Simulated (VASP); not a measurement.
The system is Nb.

```
Nb
1.0
    -1.45459    1.60092    1.62730
     1.61901   -1.98183    2.17263
     1.21830    1.74554   -2.00821
Nb
1
Direct
  0.00000 0.00000 0.00000
```

Program: VASP 6.6.1. Alike in all runs: task single point; no spin polarisation; cell as given; cutoff (eV) 520.

Problem. Order these runs on this cell by their pressure, lowest first.
A. level LDA; potentials or basis VASP PAW LDA potentials, release 64 (Nb_sv); k mesh 7 × 6 × 7; smearing fermi-dirac 0.05 eV
B. level PBEsol; potentials or basis VASP PAW PBE potentials, release 64 (Nb_sv); k mesh 7 × 6 × 7; smearing fermi-dirac 0.05 eV
C. level PBE; potentials or basis VASP PAW PBE potentials, release 64 (Nb_sv); k mesh 13 × 13 × 15; smearing methfessel-paxton 0.1 eV

Solution. A (0.9 GPa), B (4.8 GPa), C (11.3 GPa).

Caveats: some runs use coarse meshes; the PAW data sets were made with another functional, which shifts forces and pressure a little (some runs).
